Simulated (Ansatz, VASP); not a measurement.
## In2CuO4 in VASP and in Ansatz

INCAR

```
SYSTEM = In2CuO4
  PREC = Accurate
  ENCUT = 600
  EDIFF = 1E-6
  ISMEAR = -1
  SIGMA = 0.1
  LREAL = .False.
  LASPH = .True.
  NELM = 80
  ALGO = Normal
  ISIF = 3
  LWAVE = .False.
  LCHARG = .False.
  GGA = PE
  IBRION = 2
  NSW = 80
  EDIFFG = -0.01
```

File KPOINTS:

```
Automatic mesh
0
Gamma
  7 7 7
  0 0 0
```

POSCAR

```
In2CuO4
1.0
   -1.9785000000      1.9785000000      6.0400000000
    1.9785000000     -1.9785000000      6.0400000000
    1.9785000000      1.9785000000     -6.0400000000
In Cu O
2 1 4
Direct
    0.3529000000      0.3529000000      0.0000000000
    0.6471000000      0.6471000000      0.0000000000
    0.0000000000      0.0000000000      0.0000000000
    0.5000000000      0.0000000000      0.5000000000
    0.0000000000      0.5000000000      0.5000000000
    0.7500000000      0.2500000000      0.5000000000
    0.2500000000      0.7500000000      0.5000000000
```

Input for Ansatz:

```yaml
crystal:
  lattice:
    - [-1.9785, 1.9785, 6.04]
    - [1.9785, -1.9785, 6.04]
    - [1.9785, 1.9785, -6.04]
  atoms:
    - { symbol: In, position: [0.3529, 0.3529, 0.0] }
    - { symbol: In, position: [0.6471, 0.6471, 0.0] }
    - { symbol: Cu, position: [0.0, 0.0, 0.0] }
    - { symbol: O, position: [0.5, 0.0, 0.5] }
    - { symbol: O, position: [0.0, 0.5, 0.5] }
    - { symbol: O, position: [0.75, 0.25, 0.5] }
    - { symbol: O, position: [0.25, 0.75, 0.5] }
  symmetry: { tolerance: 0.0003 }
hamiltonian:
  xc: pbe
  pseudopotentials: { kind: paw, azcp: { folder: soft_1 } }
basis:
  ecutwfc: 420
magnetization:
  spin_polarized: false
scf:
  occupations: { method: fermi_dirac, width: 0.1 }
kpoints:
  mp_grid: { grid: [7, 7, 7], shift: [0, 0, 0] }
output:
  forces: true
  stress: true
  eigenvalues: true
relax:
  max_steps: 60
  cell: {}
```

Alike in both runs: task relaxation of cell and atoms; functional PBE; k mesh 7 × 7 × 7; occupations fermi-dirac, width 0.1 eV; no spin polarisation.

```csv
,VASP,Ansatz
version,VASP 6.6.1,Ansatz 0.2.0
potentials or method,"VASP PAW PBE potentials, release 64 (In_d, Cu, O), cutoff 600 eV",PAW plane waves
valence electrons in the cell,61,69
```

VASP gave:

```
gap on the k mesh at the Fermi level, each at its own relaxed structure (eV) : none
relaxed volume (Å³/atom)                                                     : 11.97
relaxed cell length with the largest relative difference (Å)                 : 6.292
```

Problem. Which values does Ansatz return?

Solution. gap on the k mesh at the Fermi level, each at its own relaxed structure (eV): none; relaxed volume (Å³/atom): 11.95; relaxed cell length with the largest relative difference (Å): 6.295.

A gap of «none» marks a metal or a gap that the smearing closes. VASP's potentials hold 61 valence electrons a cell and Ansatz's 69, so a difference there can come from the potentials and not from the codes.
